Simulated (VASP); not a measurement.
Input of a VASP 6.6.1 run:

INCAR

```
SYSTEM = KF
ALGO = Normal
EDIFF = 1E-7
ENCUT = 520
ISIF = 2
ISMEAR = 0
LASPH = .True.
LCHARG = .False.
LREAL = .False.
LWAVE = .False.
NBANDS = 24
NELM = 80
PREC = Accurate
SIGMA = 0.01
```

KPOINTS

```
k-points
0
Gamma
  6 6 6
  0 0 0
```

The input POSCAR:

```
KF
1.0
    4.4850021855      0.0000000000      0.0000000000
   -2.2425010928      3.8841258287      0.0000000000
    0.0000000000      0.0000000000      5.2712956390
K F
2 2
Direct
    0.3333333333      0.6666666667     -0.0625000000
    0.6666666667      0.3333333333      0.4375000000
    0.3333333333      0.6666666667      0.4375000000
    0.6666666667      0.3333333333      0.9375000000
```

Potentials or basis: VASP PAW LDA potentials, release 64 (K_sv, F).

Command:

```bash
$ cat potpaw_LDA.64/K_sv/POTCAR potpaw_LDA.64/F/POTCAR > POTCAR
$ mpirun -np 1 vasp_std > vasp.out
```

Question: Predict the pressure.

Answer: -2.3 GPa.

Question: Estimate the band gap on the k mesh.

Answer: 5.13 eV.

Stress tensor (GPa, compression positive):
```
-2.20  0.00  0.00
 0.00 -2.20  0.00
 0.00  0.00 -2.58
```

Caveat: the structure was generated, so it needn't be the stable form of KF. A k mesh can miss the band edges.
